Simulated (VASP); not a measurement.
Here is a VASP 6.6.1 calculation.

File INCAR:

```
  PREC = Accurate
  ENCUT = 520
  EDIFF = 1E-6
  ISMEAR = 0
  SIGMA = 0.1
  LREAL = False
  LASPH = True
  NELM = 80
  ALGO = Normal
  ISIF = 2
  LWAVE = False
  LCHARG = True
  GGA = PE
  LELF = True
  LVHAR = True
  NBANDS = 23
```

File KPOINTS:

```
Automatic mesh
0
Gamma
  4 4 4
```

File POSCAR:

```
Si2Se
1.0
    5.8598710497      0.0000000000      0.0000000000
    0.0000000000      3.8033462650      0.0000000000
   -1.3376421973      0.0000000000      6.6049309229
Si Se
4 2
Direct
    0.6967666992      0.0000000000      0.3560853520
    0.9472492497      0.5000000000      0.4052897019
    0.7118773455      0.0000000000      0.6950383643
    0.1591911030      0.5000000000      0.7314735731
    0.5702193562      0.5000000000      0.8745674787
    0.0813629131      0.0000000000      0.9375455299
```

Potentials or basis: VASP PAW PBE potentials, release 64 (Si, Se).

Run with:

```console
$ cat potpaw_PBE.64/Si/POTCAR potpaw_PBE.64/Se/POTCAR > POTCAR
$ mpirun -np 1 vasp_std > vasp.out
```

Q: Predict the pressure.

A: 0.2 GPa.

Q: What does it give for the largest force?

A: 0.184 eV/Å.

Forces on the atoms (eV/Å):
```
Si   0.135  0.000 -0.108
Si  -0.113  0.000 -0.143
Si  -0.011  0.000  0.092
Si  -0.076  0.000  0.167
Se  -0.008  0.000  0.041
Se   0.072  0.000 -0.049
```
